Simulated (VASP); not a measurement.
Write the native input for VASP 6.6.1 that does the following.

```
Task                   : single point
Functional             : LDA
Potentials or basis    : VASP PAW LDA potentials, release 64 (Mg, O)
Cutoff                 : 520 eV
k mesh                 : 4 × 4 × 4
Occupations            : gaussian, width 0.05 eV
Spin                   : no spin polarisation
Dipole correction      : no
Further INCAR settings : ALGO = Normal; EDIFF = 1e-06; NBANDS = 36
```

The structure of MgO lies in POSCAR:

```
MgO
1.0
    5.5230736673      0.0000000000      0.0000000000
    0.0000000000      5.5230736673      0.0000000000
    0.0000000000      0.0000000000      5.5230736673
Mg O
6 6
Direct
    0.2500000000      0.0000000000      0.5000000000
    0.0000000000      0.5000000000      0.2500000000
    0.5000000000      0.7500000000      0.0000000000
    0.7500000000      0.0000000000      0.5000000000
    0.0000000000      0.5000000000      0.7500000000
    0.5000000000      0.2500000000      0.0000000000
    0.2500000000      0.5000000000      0.0000000000
    0.5000000000      0.0000000000      0.2500000000
    0.0000000000      0.7500000000      0.5000000000
    0.7500000000      0.5000000000      0.0000000000
    0.5000000000      0.0000000000      0.7500000000
    0.0000000000      0.2500000000      0.5000000000
```

The input as run:

INCAR

```
PREC = Accurate
ENCUT = 520
EDIFF = 1E-6
ISMEAR = 0
SIGMA = 0.05
LREAL = False
LASPH = True
NELM = 80
ALGO = Normal
ISIF = 2
LWAVE = False
LCHARG = True
GGA = CA
LELF = True
LVHAR = True
NBANDS = 36
```

KPOINTS

```
Automatic mesh
0
Gamma
  4 4 4
```

Potentials or basis: VASP PAW LDA potentials, release 64 (Mg, O).

Run with:

```console
$ cat potpaw_LDA.64/Mg/POTCAR potpaw_LDA.64/O/POTCAR > POTCAR
$ mpirun -np 1 vasp_std > vasp.out
```

It gave:

```yaml
Pressure: -0.8 GPa
Band_gap_on_the_k_mesh: 2.86 eV
```

Wall time 92 s on 1 thread of Intel Xeon 8259CL, on a shared host, peak memory 0.23 GiB.
